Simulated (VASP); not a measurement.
Set up this calculation in VASP 6.6.1, as the native input.

```
Task                   : relaxation of cell and atoms
Functional             : PBE
Potentials or basis    : VASP PAW PBE potentials, release 64 (La, Si, F)
Cutoff                 : 600 eV
k mesh                 : 3 × 3 × 4
Occupations            : gaussian, width 0.1 eV
Spin                   : no spin polarisation
Dipole correction      : no
Further INCAR settings : ALGO = Normal; EDIFF = 1e-06; IBRION = 2; EDIFFG = -0.04; NSW = 90; ISIF = 3
```

The structure of La3Si2F lies in POSCAR:

```
La3Si2F
1.0
    5.9144555600      0.0000000000      0.0000000000
   -2.9572277800      5.1220687600      0.0000000000
    0.0000000000      0.0000000000      4.5708082200
La Si F
3 2 1
Direct
    0.5000000000      0.0000000000      0.5000000000
    0.5000000000      0.5000000000      0.5000000000
    0.0000000000      0.5000000000      0.5000000000
    0.3333333300      0.6666666700      0.0000000000
    0.6666666700      0.3333333300      0.0000000000
    0.0000000000      0.0000000000      0.0000000000
```

The cell was built from a structure type or drawn by symmetry, and may not be a known phase.

One way to write it, as run:

INCAR

```
ALGO     = Normal         # electronic algorithm
EDIFF    = 1E-6           # SCF threshold, eV
EDIFFG   = -0.04          # ionic threshold
ENCUT    = 600            # plane-wave cutoff, eV
GGA      = PE             # functional
IBRION   = 2              # ionic algorithm
ISIF     = 3              # what is computed and relaxed
ISMEAR   = 0              # smearing method
LASPH    = True           # aspherical terms in the spheres
LCHARG   = False          # write CHGCAR
LREAL    = False          # projectors in reciprocal space
LWAVE    = False          # write WAVECAR
NELM     = 100            # most SCF steps
NSW      = 90             # ionic steps
PREC     = Accurate       # precision mode
SIGMA    = 0.1            # smearing width, eV
```

KPOINTS

```
k-points
0
Gamma
  3 3 4
```

Potentials or basis: VASP PAW PBE potentials, release 64 (La, Si, F).

Command:

```sh
$ cat potpaw_PBE.64/La/POTCAR potpaw_PBE.64/Si/POTCAR potpaw_PBE.64/F/POTCAR > POTCAR
$ mpirun -np 1 vasp_std > vasp.out
```

It gave:

The relaxed volume is 34.55 Å³/atom and the relaxed cell is a = 7.699 Å, b = 7.699 Å, c = 4.038 Å, α = 90.00°, β = 90.00°, γ = 120.00°. The space group after relaxing (to 0.1 Å) is P6/mmm (No. 191), the energy gained by relaxing is 776.2 meV/atom and the ionic steps are 7. The pressure after relaxing is 0.1 GPa and the band gap on the k mesh is zero (bands 24 and 25 overlap by 0.20 eV).

Caveat: the k points lie up to 0.39 Å⁻¹ apart in the final cell; the volume moved by over 15 % at a fixed basis, so the end points are rough; spin-orbit coupling is left out, which moves the levels of the heavy elements.

It took 8.8 min on 1 thread of Intel(R) Xeon(R) Platinum 8124M CPU @ 3.00GHz (Skylake/Cascade Lake) (shared host), peak memory 0.33 GiB.
